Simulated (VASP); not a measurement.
Here is a VASP 6.6.1 calculation.

The input INCAR:

```
ALGO     = Normal         # electronic algorithm
EDIFF    = 1E-7           # SCF threshold, eV
ENCUT    = 520            # plane-wave cutoff, eV
GGA      = PS             # functional
ISIF     = 2              # what is computed and relaxed
ISMEAR   = -1             # smearing method
LASPH    = T              # aspherical terms in the spheres
LCHARG   = T              # write CHGCAR
LELF     = T              # ELF
LREAL    = F              # projectors in reciprocal space
LVHAR    = T            
LWAVE    = F              # write WAVECAR
NBANDS   = 7              # bands
NELM     = 100            # most SCF steps
PREC     = Accurate       # precision mode
SIGMA    = 0.03           # smearing width, eV
```

The input KPOINTS:

```
k-points
0
Gamma
  23 23 23
```

File POSCAR:

```
Be
1.0
   -1.2776981900      1.2776981900      1.2776981900
    1.2776981900     -1.2776981900      1.2776981900
    1.2776981900      1.2776981900     -1.2776981900
Be
1
Direct
    0.0000000000      0.0000000000      0.0000000000
```

Potentials or basis: VASP PAW PBE potentials, release 64 (Be).

Run with:

```sh
$ cat potpaw_PBE.64/Be/POTCAR > POTCAR
$ mpirun -np 1 vasp_std > vasp.out
```

Task: Estimate the pressure.

Result: -7.9 GPa.

Task: What does it give for the band gap on the k mesh?

Result: Zero (band 1 reaches 10.79 eV, above the bottom of band 2 at 6.17 eV).

Caveat: the PAW data sets were made with another functional, which shifts forces and pressure a little.
